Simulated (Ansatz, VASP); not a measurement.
**Two plane-wave programs on W**

File INCAR:

```
PREC = Accurate ; ENCUT = 520
EDIFF = 1E-6 ; ISMEAR = 0
SIGMA = 0.15 ; LREAL = False
LASPH = True ; NELM = 60
ALGO = Fast ; ISIF = 2
LWAVE = False ; LCHARG = False
NBANDS = 51
```

The input KPOINTS:

```
regular mesh
0
Gamma
  19 19 4
```

File POSCAR:

```
W
1.0
    2.0300000000     -2.0300000000      0.0000000000
    2.0300000000      0.0000000000     -2.0300000000
   10.7180762114     10.7180762114     10.7180762114
W
6
Direct
    0.6666666667      0.6666666667      0.0631205937
    0.0000000000      0.0000000000      0.6944527967
    0.3333333333      0.3333333333      0.1893870343
    0.6666666667      0.6666666667      0.4419199155
    0.0000000000      0.0000000000      0.3156534749
    0.3333333333      0.3333333333      0.5681863561
```

Input for Ansatz:

```yaml
crystal:
  lattice:
    - [2.03, -2.03, 0.0]
    - [2.03, 0.0, -2.03]
    - [10.7180762114, 10.7180762114, 10.7180762114]
  atoms:
    - { symbol: W, position: [0.6666666667, 0.6666666667, 0.0631205937] }
    - { symbol: W, position: [0.0, 0.0, 0.6944527967] }
    - { symbol: W, position: [0.3333333333, 0.3333333333, 0.1893870343] }
    - { symbol: W, position: [0.6666666667, 0.6666666667, 0.4419199155] }
    - { symbol: W, position: [0.0, 0.0, 0.3156534749] }
    - { symbol: W, position: [0.3333333333, 0.3333333333, 0.5681863561] }
basis:
  ecutwfc: 420
kpoints:
  mp_grid: { grid: [19, 19, 4] }
hamiltonian:
  xc: lda
scf:
  occupations: { method: gaussian, width: 0.15 }
output:
  forces: true
  stress: true
  eigenvalues: true
```

Alike in both runs: task single point; functional LDA; k mesh 19 × 19 × 4; occupations gaussian, width 0.15 eV; no spin polarisation.

```csv
,VASP,Ansatz
version,VASP 6.6.1,Ansatz 0.2.0
potentials or method,"VASP PAW LDA potentials, release 64 (W_sv), cutoff 520 eV","scalar-relativistic, plane waves, PAW"
valence electrons in the cell,84,84
```

|  | VASP | Ansatz | Ansatz less VASP |
| --- | --- | --- | --- |
| gap on the k mesh at the Fermi level (eV) | none | none | - |
| rms of the force components (eV/Å) | 0.209 | 0.227 | +0.0179 |

LDA's correlation is that of Perdew and Zunger in VASP and of Perdew and Wang (1992) in Ansatz. Atom by atom the forces differ by 0.019 eV/Å (rms over components). A gap of «none» marks a metal or a gap that the smearing closes.

Neither program's run includes spin-orbit coupling.
